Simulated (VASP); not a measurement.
A run of VASP 6.6.1 is set up as follows.

File INCAR:

```
  ALGO = Normal
  DIPOL = 0.5 0.5 0.500
  EDIFF = 1E-7
  ENCUT = 520
  GGA = PS
  IDIPOL = 3
  ISIF = 2
  ISMEAR = 0
  LASPH = T
  LCHARG = T
  LDIPOL = T
  LELF = T
  LREAL = F
  LVACPOTAV = T
  LVHAR = T
  LWAVE = F
  NBANDS = 49
  NELM = 80
  PREC = Accurate
  SIGMA = 0.05
```

The input KPOINTS:

```
k-points
0
Gamma
  9 9 1
```

The input POSCAR:

```
MoS2
1.0
    3.1414322091      0.0000000000      0.0000000000
   -1.5707161046      2.7205600974      0.0000000000
    0.0000000000      0.0000000000     30.6970122376
S Mo
6 3
Direct
    0.6666666667      0.3333333333      0.2443234521
    0.6666666667      0.3333333333      0.3459031328
    0.3333333333      0.6666666667      0.4492101597
    0.3333333333      0.6666666667      0.5507898403
    0.6666666667      0.3333333333      0.6540968672
    0.6666666667      0.3333333333      0.7556765479
    0.3333333333      0.6666666667      0.2951132924
    0.6666666667      0.3333333333      0.5000000000
    0.3333333333      0.6666666667      0.7048867076
```

Potentials or basis: VASP PAW PBE potentials, release 64 (S, Mo_sv).

Command:

```bash
$ cat potpaw_PBE.64/S/POTCAR potpaw_PBE.64/Mo_sv/POTCAR > POTCAR
$ mpirun -np 1 vasp_std > vasp.out
```

Task: What does it give for the largest force?

Result: 0.023 eV/Å.

Task: What does it give for the band gap on the k mesh?

Result: 1.28 eV (least direct gap 1.76 eV).

Forces in eV/Å, atoms in the order of the input:
```
S    0.000  0.000  0.020
S    0.000  0.000  0.002
S    0.000  0.000 -0.001
S    0.000  0.000  0.001
S    0.000  0.000 -0.002
S    0.000  0.000 -0.020
Mo   0.000  0.000 -0.023
Mo   0.000  0.000  0.000
Mo   0.000  0.000  0.023
```

Caveat: the PAW data sets were made with another functional, which shifts forces and pressure a little.
